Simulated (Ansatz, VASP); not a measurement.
# Bi2Te in VASP and in Ansatz

```
Bi Te
1.0
     4.43349    0.00000    0.00000
     0.00000    4.43349    0.00000
     0.00000    0.00000   11.41926
Bi Te
4 2
Direct
  0.00000 0.50000 0.30454
  0.00000 0.50000 0.80454
  0.50000 0.00000 0.19546
  0.50000 0.00000 0.69546
  0.00000 0.00000 0.00000
  0.50000 0.50000 0.50000
```

Alike in both runs: functional PBE; k mesh 8 × 8 × 4; occupations gaussian, width 0.1 eV; no spin polarisation.

Ansatz relaxed the structure, and its values are those at the end. VASP's run is a single point on that final structure, the one shown.

|  | VASP | Ansatz |
| --- | --- | --- |
| version | VASP 6.6.1 | Ansatz 0.2.0 |
| potentials or method | VASP PAW PBE potentials, release 64 (Bi_d, Te), cutoff 520 eV | scalar-relativistic, plane waves, PAW |
| valence electrons in the cell | 72 | 92 |

|  | VASP | Ansatz | Ansatz less VASP |
| --- | --- | --- | --- |
| gap on the k mesh at the Fermi level (eV) | none | none | - |
| pressure (GPa) | 0.0 | 0.0 | +0.04 |

A gap of «none» marks a metal or a gap that the smearing closes. VASP's potentials hold 72 valence electrons a cell and Ansatz's 92, so a difference there can come from the potentials and not from the codes.

Spin-orbit coupling is off throughout.
